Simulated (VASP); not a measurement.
Input of a VASP 6.6.1 run:

The input INCAR:

```
ALGO     = Normal         # electronic algorithm
EDIFF    = 1E-6           # SCF threshold, eV
ENCUT    = 520            # plane-wave cutoff, eV
GGA      = PE             # functional
ISIF     = 2              # what is computed and relaxed
ISMEAR   = 0              # smearing method
LASPH    = T              # aspherical terms in the spheres
LCHARG   = T              # write CHGCAR
LELF     = T              # ELF
LREAL    = F              # projectors in reciprocal space
LVHAR    = T            
LWAVE    = F              # write WAVECAR
NBANDS   = 20             # bands
NELM     = 100            # most SCF steps
PREC     = Accurate       # precision mode
SIGMA    = 0.1            # smearing width, eV
```

The input KPOINTS:

```
k-points
0
Gamma
  6 6 6
```

POSCAR

```
Ti2Al
1.0
    0.0000000000      3.0912951057      3.0912951057
    3.0912951057      0.0000000000      3.0912951057
    3.0912951057      3.0912951057      0.0000000000
Ti Al
2 1
Direct
    0.2500000000      0.2500000000      0.2500000000
    0.7500000000      0.7500000000      0.7500000000
    0.0000000000      0.0000000000      0.0000000000
```

Potentials or basis: VASP PAW PBE potentials, release 64 (Ti_sv, Al).

Run with:

```console
$ cat potpaw_PBE.64/Ti_sv/POTCAR potpaw_PBE.64/Al/POTCAR > POTCAR
$ mpirun -np 1 vasp_std > vasp.out
```

Question: Predict the pressure.

Answer: -0.1 GPa.

Question: What does it give for the band gap on the k mesh?

Answer: Zero (an odd number of electrons rules out a gap without spin polarisation).
